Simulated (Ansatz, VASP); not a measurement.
**One calculation of SnO2, two programs**

```xyz
3
Lattice="1.6572 0.9568 5.0412 -1.6572 0.9568 5.0412 0.0000 -1.9136 5.0412" Properties=species:S:1:pos:R:3 pbc="T T T"
Sn    0.0163    0.0000    7.5618
O    -0.0605    0.0000    3.5523
O    -0.0605    0.0000   11.5714
```

Change from the starting cell: mode 4 frozen in at -0.059 Å, equal normal strain along x, y and z +0.0250.

Alike in both runs: task single point; functional PBE; k mesh 12 × 12 × 12; occupations gaussian, width 0.05 eV; no spin polarisation.

|  | VASP | Ansatz |
| --- | --- | --- |
| version | VASP 6.6.1 | Ansatz 0.2.0 |
| potentials or method | VASP PAW PBE potentials, release 64 (Sn_d, O), cutoff 520 eV | scalar-relativistic, plane waves, PAW |
| valence electrons in the cell | 26 | 26 |

VASP gave:

| Quantity | Value |
| --- | --- |
| gap on the k mesh at the Fermi level (eV) | 1.56 |
| least direct gap on the mesh (eV) | 1.68 |
| pressure (GPa) | -7.7 |
| traceless stress, the component that is largest in VASP (GPa) | 3.19 |
| rms of the force components (eV/Å) | 0.414 |

Question: Which values does Ansatz return?

Answer: gap on the k mesh at the Fermi level (eV): 1.59; least direct gap on the mesh (eV): 1.70; pressure (GPa): -8.1; traceless stress, the component that is largest in VASP (GPa): 3.47; rms of the force components (eV/Å): 0.421.

Atom by atom the forces differ by 0.025 eV/Å (rms over components). With one functional, cell and mesh, what is left measures potentials, basis and numerics.
